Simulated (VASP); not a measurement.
**AlRu: single point with PBE**

AlRu:

```xyz
2
Lattice="2.9715 0.0000 0.0000 0.0000 2.9715 0.0000 0.0000 0.0000 2.9715" Properties=species:S:1:pos:R:3 pbc="T T T"
Ru    1.4858    1.4858    1.4858
Al    0.0000    0.0000    0.0000
```

This cell differs from its parent crystal: volume scaled by 0.98.

```
Program             : VASP 6.6.1
Task                : single point
Functional          : PBE
Potentials or basis : VASP PAW PBE potentials, release 64 (Ru_pv, Al)
Cutoff              : 520 eV
k mesh              : 9 × 9 × 9
Occupations         : fermi-dirac, width 0.05 eV
Spin                : no spin polarisation
```

| Property | Result |
| --- | --- |
| Pressure | 7.0 GPa |

Levels at points of the mesh, in eV from the Fermi level:
| k point | band 7 | band 8 | band 9 | band 10 | band 11 | band 12 |
| --- | --- | --- | --- | --- | --- | --- |
| (0.00, 0.00, 0.00) | 0.25 | 0.25 | 0.25 | 6.26 | 6.26 | 6.26 |

Wall time 7.3 s on 1 thread of AMD EPYC 9R14 (Zen 4), on a shared host, peak memory 0.11 GiB.
